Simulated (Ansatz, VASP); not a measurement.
SiF in VASP and in Ansatz

Contents of POSCAR:

```
SiF
1.0
    1.3562151780      0.7830101136      3.9496094355
   -1.3562151780      0.7830101136      3.9496094355
    0.0000000000     -1.5660202273      3.9496094355
Si F
1 1
Direct
    0.5000000000      0.5000000000      0.5000000000
    0.0000000000      0.0000000000      0.0000000000
```

File INCAR.step1:

```
SYSTEM = SiF
PREC = Accurate
ENCUT = 520
EDIFF = 1E-5
ISMEAR = -1
SIGMA = 0.05
LREAL = .FALSE.
LASPH = .TRUE.
NELM = 80
ALGO = Normal
ISIF = 2
LWAVE = .TRUE.
NBANDS = 12
GGA = PE
```

The input INCAR.step2:

```
SYSTEM = SiF
PREC = Accurate
ENCUT = 520
EDIFF = 1E-6
ISMEAR = -1
SIGMA = 0.05
LREAL = .FALSE.
LASPH = .TRUE.
NELM = 80
ALGO = Normal
ISIF = 2
LWAVE = .FALSE.
LCHARG = .TRUE.
METAGGA = R2SCAN
LHFCALC = .TRUE.
AEXX = 0.25
LMIXTAU = .TRUE.
PRECFOCK = Normal
LELF = .TRUE.
LVHAR = .TRUE.
NBANDS = 12
ISTART = 1
```

Contents of KPOINTS:

```
Automatic mesh
0
G
  6 6 6
  0 0 0
```

input.yaml

```yaml
crystal:
  lattice:
    - [1.356215178, 0.7830101136, 3.9496094355]
    - [-1.356215178, 0.7830101136, 3.9496094355]
    - [0.0, -1.5660202273, 3.9496094355]
  atoms:
    - { symbol: Si, position: [0.5, 0.5, 0.5] }
    - { symbol: F, position: [0.0, 0.0, 0.0] }
hamiltonian:
  xc: r2scan0
  pseudopotentials: { kind: paw }
kpoints:
  mp_grid: { grid: [6, 6, 6] }
scf:
  occupations: { method: fermi_dirac, width: 0.05 }
output:
  forces: true
  stress: true
  eigenvalues: true
```

Alike in both runs: task single point; functional r2SCAN0; k mesh 6 × 6 × 6; occupations fermi-dirac, width 0.05 eV; no spin polarisation.

```csv
,VASP,Ansatz
version,VASP 6.6.1,Ansatz 0.2.0
potentials or method,"VASP PAW PBE potentials, release 64 (Si, F)",Ansatz PAW
plane-wave cutoff (eV),520,500
valence electrons in the cell,11,11
```

|  | VASP | Ansatz | Ansatz less VASP |
| --- | --- | --- | --- |
| gap on the k mesh at the Fermi level (eV) | none | none | - |
| pressure (GPa) | -7.4 | -7.0 | +0.35 |
| traceless stress, the component that is largest in VASP (GPa) | -0.43 | -0.46 | -0.033 |

VASP's potentials were made for PBE, not for r2SCAN0. A gap of «none» marks a metal or a gap that the smearing closes. The functional is the same, so the differences come from potentials, cutoffs and numerics.

The k mesh is coarse, so the values compare programs but aren't converged.
